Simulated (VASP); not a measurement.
Here is a VASP 6.6.1 calculation.

File INCAR:

```
SYSTEM = SiNi
PREC = Accurate
ENCUT = 520
EDIFF = 1E-6
ISMEAR = 0
SIGMA = 0.15
LREAL = .FALSE.
LASPH = .TRUE.
NELM = 60
ALGO = Normal
ISIF = 2
LWAVE = .FALSE.
LCHARG = .TRUE.
GGA = PS
LELF = .TRUE.
LVHAR = .TRUE.
NBANDS = 38
```

File KPOINTS:

```
regular mesh
0
G
  8 12 8
  0 0 0
```

The input POSCAR:

```
SiNi
1.0
    5.2404631505      0.0000000000      0.0000000000
    0.0000000000      3.4585046856      0.0000000000
    0.0000000000      0.0000000000      5.5278300970
Si Ni
4 4
Direct
    0.3214276689      0.7500000000      0.0865554891
    0.1785723311      0.2500000000      0.5865554891
    0.8214276689      0.7500000000      0.4134445109
    0.6785723311      0.2500000000      0.9134445109
    0.0093007299      0.2500000000      0.1873863599
    0.4906992701      0.7500000000      0.6873863599
    0.5093007299      0.2500000000      0.3126136401
    0.9906992701      0.7500000000      0.8126136401
```

Potentials or basis: VASP PAW PBE potentials, release 64 (Si, Ni).

Launch:

```bash
$ cat potpaw_PBE.64/Si/POTCAR potpaw_PBE.64/Ni/POTCAR > POTCAR
$ mpirun -np 1 vasp_std > vasp.out
```

What does it give for the largest force?

0.115 eV/Å.

Estimate the band gap on the k mesh.

zero (bands 28 and 29 overlap by 1.65 eV).

Forces in eV/Å, atoms in the order of the input:
```
Si  -0.069  0.000  0.092
Si   0.069  0.000  0.092
Si  -0.069  0.000 -0.092
Si   0.069  0.000 -0.092
Ni  -0.061  0.000  0.040
Ni   0.061  0.000  0.040
Ni  -0.061  0.000 -0.040
Ni   0.061  0.000 -0.040
```

Caveat: the cell differs from its parent crystal (strain +0.030 along x and y, +0.000 along z); the cell stands under tension; the PAW data sets were made with another functional, which shifts forces and pressure a little. Spin polarisation is off, so any magnetic state and its effect on volume and gap are missing.
